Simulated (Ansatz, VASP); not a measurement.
# One calculation of ZnAu, two programs

```
Zn Au
1.0
     2.79881    0.00000    0.00000
     0.00000    2.79881    0.00000
     0.00000    0.00000    3.54857
Zn Au
1 1
Direct
  0.50000 0.50000 0.50000
  0.00000 0.00000 0.00000
```

Alike in both runs: task single point; functional PBE; k mesh 6 × 6 × 6; occupations gaussian, width 0.1 eV; no spin polarisation.

|  | VASP | Ansatz |
| --- | --- | --- |
| version | VASP 6.6.1 | Ansatz 0.2.0 |
| potentials or method | VASP PAW PBE potentials, release 64 (Zn, Au), cutoff 520 eV | scalar-relativistic, plane waves, PAW |
| valence electrons in the cell | 23 | 31 |

Ansatz gave:

```
gap on the k mesh at the Fermi level (eV)                     : none
pressure (GPa)                                                : 27.4
traceless stress, the component that is largest in VASP (GPa) : 0.21
```

Problem. Which values does VASP return?

Solution. gap on the k mesh at the Fermi level (eV): none; pressure (GPa): 27.6; traceless stress, the component that is largest in VASP (GPa): 0.22.

A gap of «none» marks a metal or a gap that the smearing closes. The functional is the same, so the differences come from potentials, cutoffs and numerics. VASP's potentials hold 23 valence electrons a cell and Ansatz's 31, so a difference there can come from the potentials and not from the codes.

The k mesh is coarse, so the values compare programs but aren't converged. Neither program's run includes spin-orbit coupling.
